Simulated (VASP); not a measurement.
# NiAu (R-3m) in VASP: further runs, part 2 of 2

VASP 6.6.1. The steps go on from the part before.

## Step 3: Single point, PBEsol

This run uses another cell than the first one, of 13.97 Å³/atom.

The input, INCAR:

```
SYSTEM = NiAu
PREC = Accurate ; ENCUT = 600
EDIFF = 1E-6 ; ISMEAR = -1
SIGMA = 0.15 ; LREAL = .False.
LASPH = .True. ; NELM = 120
ALGO = Normal ; ISIF = 2
LWAVE = .False. ; LCHARG = .True.
GGA = PS ; LELF = .True.
LVHAR = .True. ; NBANDS = 18
GGA_COMPAT = .False.
```

The input, KPOINTS:

```
regular mesh
0
Gamma
  18 18 18
  0 0 0
```

The input, POSCAR:

```
NiAu
1.0
    1.3830028161      0.7984770480      4.2156384629
   -1.3830028161      0.7984770480      4.2156384629
    0.0000000000     -1.5969540964      4.2156384629
Ni Au
1 1
Direct
    0.5000000000      0.5000000000      0.5000000000
    0.0000000000      0.0000000000      0.0000000000
```

Potentials or basis: VASP PAW PBE potentials, release 64 (Ni, Au).

The run is started by

```bash
> cat potpaw_PBE.64/Ni/POTCAR potpaw_PBE.64/Au/POTCAR > POTCAR
> mpirun -np 1 vasp_std > vasp.out
```

OUTCAR:

```text
SYSTEM = NiAu
   PREC = Accurate
   ENCUT = 600
   EDIFF = 1E-6
   ISMEAR = -1
   LREAL = .False.
   LASPH = .True.
   NELM = 120
   ISIF = 2
   GGA = PS

 ion  position               nearest neighbor table
   1  0.500  0.500  0.500-   2 2.64   2 2.64   2 2.64   2 2.64   2 2.64   2 2.64
   2  0.000  0.000  0.000-   1 2.64   1 2.64   1 2.64   1 2.64   1 2.64   1 2.64

  LATTYP: Found a trigonal (rhomboedric) cell.
 ALAT       =     4.5079784866
 COS(alpha) =     0.8117597656

  Lattice vectors:

 A1 = (   1.3830028161,   0.7984770480,   4.2156384629)
 A2 = (  -1.3830028161,   0.7984770480,   4.2156384629)
 A3 = (   0.0000000000,  -1.5969540964,   4.2156384629)

Analysis of symmetry for initial positions (statically):
=====================================================================
 Subroutine PRICEL returns:
 Original cell was already a primitive cell.

 Routine SETGRP: Setting up the symmetry group for a
 trigonal (rhombohedral) supercell.

 Subroutine GETGRP returns: Found 12 space group operations
 (whereof 12 operations were pure point group operations)
 out of a pool of 12 trial point group operations.
[... 158 lines left out ...]
  free energy    TOTEN  =        -9.80782347 eV

  energy without entropy =       -9.62487686  energy(sigma->0) =       -9.71635017

 E-fermi :   9.2366     XC(G=0): -13.0864

 val. band max:        9.2210794493   @ k =  -0.2778  -0.3889   0.0556
 cond. band min:       9.2378436981   @ k =  -0.3889   0.5000   0.2778
 fundamental gap:      0.0167642488
 Fermi energy:         9.2365672835

 k-point     1 :       0.0000    0.0000    0.0000
  band No.  band energies     occupation
      1      -0.6035      2.00000
      2       2.5062      2.00000
      3       4.3484      2.00000
      4       4.3484      2.00000
      5       5.8474      2.00000
      6       5.8474      2.00000
[... 481 lines left out ...]
      5       5.5829      2.00000
      6       5.8950      2.00000
[... 10 lines left out ...]
     17      26.1939      0.00000
     18      27.7537      0.00000

 [... further k-points ...]

------------------------ aborting loop because EDIFF is reached ----------------------------------------

  FORCE on cell =-STRESS in cart. coord.  units (eV):
  Direction    XX          YY          ZZ          XY          YZ          ZX
  --------------------------------------------------------------------------------------
  -------------------------------------------------------------------------------------
  Total       -0.0128014     -0.0128014     -0.0095677     -0.0000000      0.0000000      0.0000000
  in kB       -0.7342928     -0.7342928     -0.5488073     -0.0000000      0.0000000      0.0000000
  external PRESSURE =      -0.6724643 kB  Pullay stress =       0.0000000 kB

 VOLUME and BASIS-vectors are now :
 -----------------------------------------------------------------------------
  energy-cutoff  :      600.00
  volume of cell :       27.93
      direct lattice vectors                 reciprocal lattice vectors
     1.383002816  0.798477048  4.215638463     0.361532163  0.208730692  0.079070664
    -1.383002816  0.798477048  4.215638463    -0.361532163  0.208730692  0.079070664
     0.000000000 -1.596954096  4.215638463     0.000000000 -0.417461384  0.079070664

 POSITION                                       TOTAL-FORCE (eV/Angst)
 -----------------------------------------------------------------------------------
      0.00000     -0.00000      6.32346        -0.000000     -0.000000     -0.000000
      0.00000      0.00000      0.00000         0.000000      0.000000      0.000000
 -----------------------------------------------------------------------------------
    total drift:                                0.000000     -0.000000      0.000000

  FREE ENERGIE OF THE ION-ELECTRON SYSTEM (eV)
  ---------------------------------------------------
  free  energy   TOTEN  =        -9.8078234711 eV

  energy  without entropy=       -9.6248768636  energy(sigma->0) =       -9.71635017
```

stdout:

```text
POSCAR found type information on POSCAR NiAu
 POSCAR found :  2 types and       2 ions
 scaLAPACK will be used
 -----------------------------------------------------------------------------
|                                                                             |
|                                                                             |
|     You enforced a specific xc type in the INCAR file but a different       |
|     I HOPE YOU KNOW WHAT YOU ARE DOING!                                     |
|                                                                             |
 -----------------------------------------------------------------------------

 LDA part: xc-table for (Slater+PW92), standard interpolation
 POSCAR, INCAR and KPOINTS ok, starting setup
 FFT: planning ... GRIDC
 FFT: planning ... GRID_SOFT
 FFT: planning ... GRID
 WAVECAR not read
 entering main loop
```

Wall time 9 min (1 thread of AMD EPYC 7R43 (Zen 3), shared host); peak memory 0.49 GiB.

Results:

```
Free energy            : -9.8078 eV
Pressure               : -0.1 GPa
Band gap on the k mesh : zero (an odd number of electrons rules out a gap without spin polarisation)
```

Levels at points of the mesh, in eV from the Fermi level:
| k point | band 7 | band 8 | band 9 | band 10 | band 11 | band 12 | band 13 | band 14 | band 15 | band 16 |
| --- | --- | --- | --- | --- | --- | --- | --- | --- | --- | --- |
| (0.00, 0.00, 0.00) | -1.83 | -0.95 | -0.95 | -0.25 | -0.25 | -0.08 | 5.69 | 15.14 | 18.34 | 18.38 |
| (0.50, 0.00, 0.00) | -1.71 | -1.63 | -0.99 | -0.14 | 1.51 | 1.90 | 6.62 | 7.85 | 12.15 | 14.29 |
| (0.50, 0.50, 0.00) | -0.88 | -0.54 | -0.22 | -0.13 | -0.07 | 1.63 | 4.17 | 8.05 | 10.94 | 12.56 |
| (0.50, 0.50, 0.50) | -2.97 | -1.75 | -1.27 | -1.27 | -0.72 | -0.72 | 12.98 | 15.46 | 15.70 | 20.21 |

Caveat: the PAW data sets were made with another functional, which shifts forces and pressure a little; spin-orbit coupling is left out, which moves the levels of the heavy elements. Spin polarisation is off, so any magnetic state and its effect on volume and gap are missing.

## Step 4: Relaxation of cell and atoms, PBEsol

The input, INCAR:

```
SYSTEM = NiAu
PREC = Accurate ; ENCUT = 600
EDIFF = 1E-7 ; ISMEAR = -1
SIGMA = 0.15 ; LREAL = .False.
LASPH = .True. ; NELM = 120
ALGO = Normal ; ISIF = 3
LWAVE = .False. ; LCHARG = .False.
GGA = PS ; IBRION = 2
NSW = 80 ; EDIFFG = -0.001
GGA_COMPAT = .False. ; NELMIN = 4
```

KPOINTS is that of step 3.

The input, POSCAR:

```
NiAu
1.0
    1.3813366981      0.7975151144      4.2136533443
   -1.3813366981      0.7975151144      4.2136533443
    0.0000000000     -1.5950302289      4.2136533442
Ni Au
1 1
Direct
    0.5000000000      0.5000000000      0.5000000000
    0.0000000000      0.0000000000      0.0000000000
```

The run is started by

```bash
> cat potpaw_PBE.64/Ni/POTCAR potpaw_PBE.64/Au/POTCAR > POTCAR
> mpirun -np 1 vasp_std > vasp.out
```

Wall time 40 min (1 thread of AMD EPYC 7R43 (Zen 3), shared host); peak memory 0.46 GiB.

It converged, with:

* Free energy: -9.8078 eV
* Relaxed volume: 13.96 Å³/atom
* Relaxed cell: a = 4.508 Å, b = 4.508 Å, c = 4.508 Å, α = 35.73°, β = 35.73°, γ = 35.73°
* Space group after relaxing (to 0.1 Å): R-3m (No. 166)
* Energy gained by relaxing: 0.0 meV/atom
* Ionic steps: 11
* Pressure after relaxing: 0.0 GPa
* Band gap on the k mesh: zero (an odd number of electrons rules out a gap without spin polarisation)

Final structure:
```
Ni Au
1.0
     1.38274    0.79833    4.21544
    -1.38274    0.79833    4.21544
     0.00000   -1.59665    4.21544
Ni Au
1 1
Cartesian
  0.0000 0.0000 6.3232
  0.0000 0.0000 0.0000
```

Levels at points of the mesh, in eV from the Fermi level:
| k point | band 7 | band 8 | band 9 | band 10 | band 11 | band 12 | band 13 | band 14 |
| --- | --- | --- | --- | --- | --- | --- | --- | --- |
| (0.00, 0.00, 0.00) | -1.83 | -0.95 | -0.95 | -0.25 | -0.25 | -0.08 | 5.69 | 15.14 |
| (0.50, 0.00, 0.00) | -1.71 | -1.63 | -0.99 | -0.14 | 1.51 | 1.90 | 6.62 | 7.85 |
| (0.50, 0.50, 0.00) | -0.88 | -0.54 | -0.22 | -0.13 | -0.07 | 1.63 | 4.18 | 8.05 |
| (0.50, 0.50, 0.50) | -2.98 | -1.75 | -1.27 | -1.27 | -0.72 | -0.72 | 12.98 | 15.46 |

Caveat: the PAW data sets were made with another functional, which shifts forces and pressure a little; spin-orbit coupling is left out, which moves the levels of the heavy elements.

## Step 5: Summary

```tsv
task	cell	smearing	gap on the mesh (eV)	pressure (GPa)
single point	a = 4.505 Å, angles 35.7°, 2 atoms	gaussian 0.1 eV	none	0.0
single point	a = 4.508 Å, angles 35.7°, 2 atoms	fermi-dirac 0.15 eV	none	-0.1
relaxation of cell and atoms	relaxed from a = 4.505 Å, angles 35.7°, 2 atoms	fermi-dirac 0.15 eV	none	0.0
```

Alike in all rows: level PBEsol; potentials or basis VASP PAW PBE potentials, release 64 (Ni, Au); no spin polarisation; k mesh 18 × 18 × 18; cutoff (eV) 600.

Caveats: the PAW data sets were made with another functional, which shifts forces and pressure a little; spin-orbit coupling is left out, which moves the levels of the heavy elements.

Absolute energies hang on the potentials; compare differences alone.
